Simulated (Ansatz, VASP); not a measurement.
# SnTe: VASP beside Ansatz

```
Te Sn
1.0
     0.00000    3.61115    3.61115
     3.61115    0.00000    3.61115
     3.61115    3.61115    0.00000
Te Sn
1 1
Direct
  0.75000 0.75000 0.75000
  0.00000 0.00000 0.00000
```

Alike in both runs: task single point; functional RPBE; k mesh 7 × 7 × 7; occupations gaussian, width 0.05 eV; no spin polarisation.

|  | VASP | Ansatz |
| --- | --- | --- |
| version | VASP 6.6.1 | Ansatz 0.2.0 |
| potentials or method | VASP PAW PBE potentials, release 64 (Te, Sn_d), cutoff 520 eV | all-electron LAPW, scalar-relativistic |

|  | VASP | Ansatz | Ansatz less VASP |
| --- | --- | --- | --- |
| gap on the k mesh at the Fermi level (eV) | 0.41 | 0.42 | +0.002 |
| least direct gap on the mesh (eV) | 0.89 | 0.89 | +0.001 |
| pressure (GPa) | 0.9 | 1.0 | +0.02 |

VASP's potentials were made for PBE, not for RPBE. Ansatz ran all-electron here, and VASP with PAW potentials.

Neither program's run includes spin-orbit coupling.
